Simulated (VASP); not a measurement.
## InPt3: relaxation of cell and atoms with LDA

InPt3:

```
In Pt
1.0
     3.89624    0.00000    0.00000
     0.00000    3.89624    0.00000
     0.00000    0.00000    3.89624
In Pt
1 3
Cartesian
  0.0000 0.0000 0.0000
  1.9481 1.9481 0.0000
  0.0000 1.9481 1.9481
  1.9481 0.0000 1.9481
```

```
Program                : VASP 6.6.1
Task                   : relaxation of cell and atoms
Functional             : LDA
Potentials or basis    : VASP PAW LDA potentials, release 64 (In_d, Pt)
Cutoff                 : 500 eV
k mesh                 : 12 × 12 × 12
Occupations            : fermi-dirac, width 0.15 eV
Spin                   : no spin polarisation
Target pressure        : 15 GPa
Dipole correction      : no
Further INCAR settings : ALGO = Normal; EDIFF = 1e-07; IBRION = 2; EDIFFG = -0.001; NSW = 80; ISIF = 3
```

```json
{
  "Relaxed volume": "14.84 Å³/atom",
  "Relaxed cell": "a = 3.901 Å, b = 3.901 Å, c = 3.901 Å, α = 90.00°, β = 90.00°, γ = 90.00°",
  "Space group after relaxing (to 0.1 Å)": "Pm-3m (No. 221)",
  "Energy change on relaxing (the run minimises the enthalpy)": "-4.8 meV/atom",
  "Ionic steps": "3",
  "Pressure after relaxing": "15.0 GPa",
  "Band gap on the k mesh": "zero (an odd number of electrons rules out a gap without spin polarisation)"
}
```

Step by step:
| step | energy change (eV) | largest force (eV/Å) | pressure (GPa) | volume (Å³) |
| --- | --- | --- | --- | --- |
| 1 | 0.0000 | 0.0000 | 16.06 | 59.15 |
| 2 | -0.0726 | 0.0000 | 11.63 | 59.99 |
| 3 | -0.0192 | 0.0000 | 14.99 | 59.35 |

Final structure:
```
In Pt
1.0
     3.90058    0.00000    0.00000
     0.00000    3.90058    0.00000
     0.00000    0.00000    3.90058
In Pt
1 3
Direct
  0.00000 0.00000 0.00000
  0.50000 0.50000 0.00000
  0.00000 0.50000 0.50000
  0.50000 0.00000 0.50000
```

Levels at points of the mesh, in eV from the Fermi level:
```tsv
k point	band 18	band 19	band 20	band 21	band 22	band 23	band 24	band 25
(0.00, 0.00, 0.00)	0.03	0.11	0.11	0.11	0.57	0.57	0.57	6.31
(0.50, 0.00, 0.00)	-2.31	-2.31	-2.16	-0.82	0.57	4.34	6.04	6.04
(0.50, 0.50, 0.00)	-2.65	-1.91	-1.81	-1.78	-0.59	1.65	1.65	7.52
(0.50, 0.50, 0.50)	-2.29	-1.68	-1.68	-0.56	0.08	0.08	0.08	3.59
```

It took 80 s on 1 thread of AMD EPYC 9R45 96-Core Processor (Zen 5), on a shared host, peak memory 0.2 GiB.

Caveat: the cell is relaxed towards a set pressure, so the run minimises the enthalpy, not the energy; spin-orbit coupling is left out, which moves the levels of the heavy elements.
